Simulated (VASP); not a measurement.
# C (P-1) in VASP: single point with r2SCAN

Aim: the single point of C with r2SCAN.

All numbers are computed with VASP 6.6.1; they aren't measurements. Logs are shortened: lines on timing, memory, paths and dates and some standing lists are left out, and cuts for length are marked.

## Step 1: The cell of the first run

The typed cell holds 10 atoms: a = 2.456 Å, b = 3.808 Å, c = 10.449 Å, α = 87.44°, β = 93.37°, γ = 108.78°.

## Step 2: Single point, r2SCAN (the part above a cut slid along it)

Input file POSCAR:

```
C
1.0
   -2.1268362731     -1.2279462884      0.0110113261
    1.3968870171      0.0000000000     -3.5424027035
    5.6820653108     -8.5956240187      1.7381673734
C
10
Direct
    0.8333292192      0.1333206483      0.0666672544
    0.4333292192      0.2333206483      0.2666672544
    0.0333292192      0.3333206483      0.4666672544
    0.6333292192      0.4333206483      0.6666672544
    0.2333292192      0.5333206483      0.8666672544
    0.7666707808     -0.4333206483      0.9333327456
    0.3666707808      0.1666793517      0.1333327456
    0.9666707808      0.2666793517      0.3333327456
    0.5666707808      0.3666793517      0.5333327456
    0.1666707808      0.4666793517      0.7333327456
```

Input file INCAR.step1:

```
ALGO     = Normal         # electronic algorithm
EDIFF    = 1E-4           # SCF threshold, eV
ENCUT    = 520            # plane-wave cutoff, eV
GGA      = PE             # functional
ISMEAR   = 0              # smearing method
LASPH    = True           # aspherical terms in the spheres
LCHARG   = False          # write CHGCAR
LREAL    = False          # projectors in reciprocal space
LWAVE    = True           # write WAVECAR
NBANDS   = 31             # bands
NELM     = 60             # most SCF steps
PREC     = Accurate       # precision mode
SIGMA    = 0.05           # smearing width, eV
```

Input file INCAR.step2:

```
ALGO     = Normal         # electronic algorithm
EDIFF    = 1E-7           # SCF threshold, eV
ENCUT    = 520            # plane-wave cutoff, eV
ISIF     = 2              # what is computed and relaxed
ISMEAR   = 0              # smearing method
ISTART   = 1            
LASPH    = True           # aspherical terms in the spheres
LCHARG   = True           # write CHGCAR
LELF     = True           # ELF
LMIXTAU  = True         
LREAL    = False          # projectors in reciprocal space
LVHAR    = True         
LWAVE    = False          # write WAVECAR
METAGGA  = R2SCAN         # meta-GGA
NBANDS   = 31             # bands
NELM     = 60             # most SCF steps
PREC     = Accurate       # precision mode
SIGMA    = 0.05           # smearing width, eV
```

Input file KPOINTS:

```
k-points
0
Gamma
  11 8 3
```

Potentials or basis: VASP PAW PBE potentials, release 64 (C).

The run is started by

```
$ cat potpaw_PBE.64/C/POTCAR > POTCAR
$ cp INCAR.step1 INCAR
$ mpirun -np 1 vasp_std > vasp.out
$ cp INCAR.step2 INCAR
$ mpirun -np 1 vasp_std > vasp.out
```

OUTCAR:

```text
EDIFF = 1E-7
   ENCUT = 520
   ISIF = 2
   ISMEAR = 0
   ISTART = 1
   LASPH = True
   LREAL = False
   METAGGA = R2SCAN
   NELM = 60
   PREC = Accurate

 ion  position               nearest neighbor table
   1  0.833  0.133  0.067-   7 1.42   7 1.42
   2  0.433  0.233  0.267-   7 1.42   8 1.42   8 1.42
   3  0.033  0.333  0.467-   8 1.42   9 1.42   9 1.42
   4  0.633  0.433  0.667-   9 1.42  10 1.42  10 1.42
   5  0.233  0.533  0.867-  10 1.42   6 1.42   6 1.42
   6  0.767  0.567  0.933-   5 1.42   5 1.42
   7  0.367  0.167  0.133-   2 1.42   1 1.42   1 1.42
   8  0.967  0.267  0.333-   3 1.42   2 1.42   2 1.42
   9  0.567  0.367  0.533-   4 1.42   3 1.42   3 1.42
  10  0.167  0.467  0.733-   5 1.42   4 1.42   4 1.42

  LATTYP: Found a triclinic cell.
 ALAT       =     2.4558920720
 B/A-ratio  =     1.5505057457
 C/A-ratio  =     4.3131112527
 COS(alpha) =     0.0304956132
 COS(beta)  =     0.1737781871
 COS(gamma) =     0.3218609502

  Lattice vectors:

 A1 = (   2.1268362731,   1.2279462884,  -0.0110113261)
 A2 = (   1.3968870171,   0.0000000000,  -3.5424027035)
 A3 = (  -3.5552290377,   9.8235703071,  -1.7491786995)

Analysis of symmetry for initial positions (statically):
=====================================================================
 Subroutine PRICEL returns:
 Original cell was already a primitive cell.

 Routine SETGRP: Setting up the symmetry group for a
 triclinic supercell.

 Subroutine GETGRP returns: Found  2 space group operations
 (whereof  1 operations were pure point group operations)
 out of a pool of  2 trial point group operations.

The static configuration has the point symmetry C_1 .
 The point group associated with its full space group is S_2 .

Analysis of symmetry for dynamics (positions and initial velocities):
=====================================================================
 Subroutine PRICEL returns:
 Original cell was already a primitive cell.

 Routine SETGRP: Setting up the symmetry group for a
 triclinic supercell.

 Subroutine GETGRP returns: Found  2 space group operations
 (whereof  1 operations were pure point group operations)
 out of a pool of  2 trial point group operations.

The dynamic configuration has the point symmetry C_1 .
[... 119 lines left out ...]
   NSW    =      0    number of steps for IOM
   IBRION =     -1    ionic relax: 0-MD 1-quasi-New 2-CG
   NFREE  =      0    steps in history (QN), initial steepest desc. (CG)
   ISIF   =      2    stress and relaxation
   ISYM   =      2    0-nonsym 1-usesym 2-fastsym
   POTIM  = 0.5000    time-step for ionic-motion
   TEBEG  =    0.0;   TEEND  =   0.0 temperature during run
   PSTRESS=    0.0 pullay stress
   NELECT =      40.0000    total number of electrons
   NUPDOWN=      -1.0000    fix difference up-down
   EMIN   =  10.00;   EMAX   =-10.00  energy-range for DOS
   EFERMI =   0.00;   METHOD = LEGACY
   ISMEAR =     0;   SIGMA  =   0.05  broadening in eV -4-tet -1-fermi 0-gaus
   EFERMI_NEDOS =   21; number of points for ismear=-14 and -15
   IALGO  =     38    algorithm
   IMIX   =      4    mixing-type and parameters
     AMIX     =   0.40;   BMIX     =  1.00
     AMIX_MAG =   1.60;   BMIX_MAG =  1.00
  volume/ion in A,a.u.               =       9.23        62.30
  Fermi-wavevector in a.u.,A,eV,Ry     =   1.238759  2.340915 20.878471  1.534524
  Thomas-Fermi vector in A             =   2.373271
   LORBIT       =      0    0 simple, 1 ext, 2 COOP (PROOUT), +10 PAW based schemes
   METAGGA = R2SCAN    functional components
   LHFCALC =     F    Hartree Fock is set to
   AEXX    =    0.0000 exact exchange contribution
   IVDW    =     0    specifies the selected vdW correction
   LEPSILON=     F    determine dielectric tensor
   LRPA    =     F    only Hartree local field effects (RPA)
 non-spin polarized calculation
 Gauss-broadening in eV      SIGMA  =   0.05
  energy-cutoff  :      520.00
  volume of cell :       92.33
 maximum number of plane-waves:      2514
   NGX =  9   NGY = 15   NGZ = 39

 number of electron      40.0000003 magnetization

 Free energy of the ion-electron system (eV)
  ---------------------------------------------------
  ext. energy  EPLUGINS =         0.00000000
  ---------------------------------------------------
  free energy    TOTEN  =       -94.17040147 eV

  energy without entropy =      -94.16988311  energy(sigma->0) =      -94.17014229

 E-fermi :   3.9683     XC(G=0): -10.9139

 val. band max:        3.9557362336   @ k =  -0.3636   0.0000   0.3333
 cond. band min:       4.0106982944   @ k =  -0.3636  -0.1250   0.3333
 fundamental gap:      0.0549620609
 Fermi energy:         3.9682654657

 k-point     1 :       0.0000    0.0000    0.0000
  band No.  band energies     occupation
      1     -16.6161      2.00000
      2     -15.7855      2.00000
      3     -15.1141      2.00000
      4     -12.9331      2.00000
      5     -12.1500      2.00000
      6      -8.1784      2.00000
[... 805 lines left out ...]
     30      13.6576      0.00000
     31      14.8202      0.00000

 [... further k-points ...]

------------------------ aborting loop because EDIFF is reached ----------------------------------------

  FORCE on cell =-STRESS in cart. coord.  units (eV):
  Direction    XX          YY          ZZ          XY          YZ          ZX
  --------------------------------------------------------------------------------------
  -------------------------------------------------------------------------------------
  Total        1.6594842     -0.6665231     -4.2086825     -0.2680154      1.0670782      4.7028340
  in kB       28.7978394    -11.5665009    -73.0353213     -4.6510026     18.5175283     81.6105733
  external PRESSURE =     -18.6013276 kB  Pullay stress =       0.0000000 kB

 VOLUME and BASIS-vectors are now :
 -----------------------------------------------------------------------------
  energy-cutoff  :      520.00
  volume of cell :       92.33
      direct lattice vectors                 reciprocal lattice vectors
    -2.126836273 -1.227946288  0.011011326    -0.329800675 -0.244310360 -0.130051358
     1.396887017  0.000000000 -3.542402704     0.022092671 -0.040718393 -0.273582400
     5.682065311 -8.595624019  1.738167373     0.047114382 -0.081436787  0.018578765

 POSITION                                       TOTAL-FORCE (eV/Angst)
 -----------------------------------------------------------------------------------
     -1.20731     -1.59633     -0.34722         1.076321      0.229210     -0.943322
      0.91952     -2.82428     -0.35823         0.193153     -0.101349      0.198683
      3.04636     -4.05222     -0.36924        -0.081539      0.154759     -0.025515
      3.04636     -6.50812     -0.36924        -0.076753      0.143935     -0.012846
      5.17320     -7.73606     -0.38025         0.398197     -0.539113     -0.326667
      4.46426     -8.96401     -0.37668        -1.076321     -0.229210      0.943322
      0.21059     -1.59633     -0.35465        -0.398197      0.539113      0.326667
      0.21059     -4.05222     -0.35465         0.076753     -0.143935      0.012846
      2.33743     -5.28017     -0.36566         0.081539     -0.154759      0.025515
      4.46426     -6.50812     -0.37668        -0.193153      0.101349     -0.198683
 -----------------------------------------------------------------------------------
    total drift:                               -0.000021     -0.000020      0.000021

  FREE ENERGIE OF THE ION-ELECTRON SYSTEM (eV)
  ---------------------------------------------------
  free  energy   TOTEN  =       -94.1704014693 eV

  energy  without entropy=      -94.1698831062  energy(sigma->0) =      -94.17014229
```

OSZICAR.step1:

```text
N       E                     dE             d eps       ncg     rms          rms(c)
DAV:   1     0.136195733726E+03    0.13620E+03   -0.20449E+04  8246   0.119E+03
DAV:   2    -0.815149278657E+02   -0.21771E+03   -0.20974E+03 10555   0.251E+02
DAV:   3    -0.926570680769E+02   -0.11142E+02   -0.11053E+02 10516   0.555E+01
DAV:   4    -0.928176367203E+02   -0.16057E+00   -0.16033E+00 11240   0.741E+00
DAV:   5    -0.928210709268E+02   -0.34342E-02   -0.34333E-02 10718   0.103E+00    0.139E+01
DAV:   6    -0.884882264179E+02    0.43328E+01   -0.49145E+00 10265   0.102E+01    0.807E+00
DAV:   7    -0.871728383850E+02    0.13154E+01   -0.39826E+00 10190   0.908E+00    0.245E+00
DAV:   8    -0.871962774471E+02   -0.23439E-01   -0.17508E-01 10547   0.210E+00    0.106E+00
DAV:   9    -0.871990155842E+02   -0.27381E-02   -0.19505E-02 10135   0.721E-01    0.121E-01
DAV:  10    -0.871995155431E+02   -0.49996E-03   -0.98237E-04 10951   0.191E-01    0.650E-02
DAV:  11    -0.871997536295E+02   -0.23809E-03   -0.24683E-04  9210   0.875E-02    0.250E-02
DAV:  12    -0.871998310468E+02   -0.77417E-04   -0.75509E-05  7282   0.496E-02
   1 F= -.87199831E+02 E0= -.87199511E+02  d E =-.639303E-03
```

Run time: 13 min. Hardware: 1 thread of AMD EPYC 9R45 (Zen 5), shared host; peak memory 0.33 GiB.

Results:

```yaml
Free_energy: -94.1704 eV
Pressure: -1.9 GPa
Largest_force: 1.449 eV/Å
Band_gap_on_the_k_mesh: zero (bands 20 and 21 overlap by 0.35 eV)
```

Forces in eV/Å, atoms in the order of the input:
```
C    1.076  0.229 -0.943
C    0.193 -0.101  0.199
C   -0.082  0.155 -0.026
C   -0.077  0.144 -0.013
C    0.398 -0.539 -0.327
C   -1.076 -0.229  0.943
C   -0.398  0.539  0.327
C    0.077 -0.144  0.013
C    0.082 -0.155  0.026
C   -0.193  0.101 -0.199
```

Caveat: the cell differs from its parent crystal (the part above a cut slid along it); the stress differs along the axes, from -7 to 3 GPa; the PAW data sets were made with another functional, which shifts forces and pressure a little.

The gap in the log of VASP goes by the Fermi energy; the results here count the filled bands.